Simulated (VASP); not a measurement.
Wanted: the native input for a VASP 6.6.1 run.

* Task: single point
* Functional: PBE
* Potentials or basis: VASP PAW PBE potentials, release 64 (Cu_sv_GW)
* Cutoff: 700 eV
* k mesh: 28 × 28 × 28
* Occupations: gaussian, width 0.15 eV
* Spin: no spin polarisation
* Dipole correction: no
* Further INCAR settings: ALGO = Normal; EDIFF = 1e-06; NBANDS = 16

The structure of Cu lies in POSCAR:

```
Cu
1.0
    0.0000000000      1.8602459814      1.9056178346
    1.8602459814      0.0000000000      1.9056178346
    1.8602459814      1.8602459814      0.0000000000
Cu
1
Direct
    0.0000000000      0.0000000000      0.0000000000
```

This cell differs from its parent crystal: strain +0.025 along x and y, +0.050 along z.

These files were run (other wordings do the same):

INCAR

```
PREC = Accurate
ENCUT = 700
EDIFF = 1E-6
ISMEAR = 0
SIGMA = 0.15
LREAL = F
LASPH = T
NELM = 120
ALGO = Normal
ISIF = 2
LWAVE = F
LCHARG = F
GGA = PE
NBANDS = 16
GGA_COMPAT = F
```

KPOINTS

```
regular mesh
0
Gamma
  28 28 28
```

Potentials or basis: VASP PAW PBE potentials, release 64 (Cu_sv_GW).

Launch:

```bash
$ cat potpaw_PBE.64/Cu_sv_GW/POTCAR > POTCAR
$ mpirun -np 1 vasp_std > vasp.out
```

It gave:

```yaml
Pressure: -14.3 GPa
Band_gap_on_the_k_mesh: zero (an odd number of electrons rules out a gap without spin polarisation)
```

Caveat: the cell differs from its parent crystal (strain +0.025 along x and y, +0.050 along z); the cell stands under tension.

Run time: 4.8 min on 1 thread of Intel(R) Xeon(R) Platinum 8488C (Sapphire Rapids), on a shared host, peak memory 0.71 GiB.
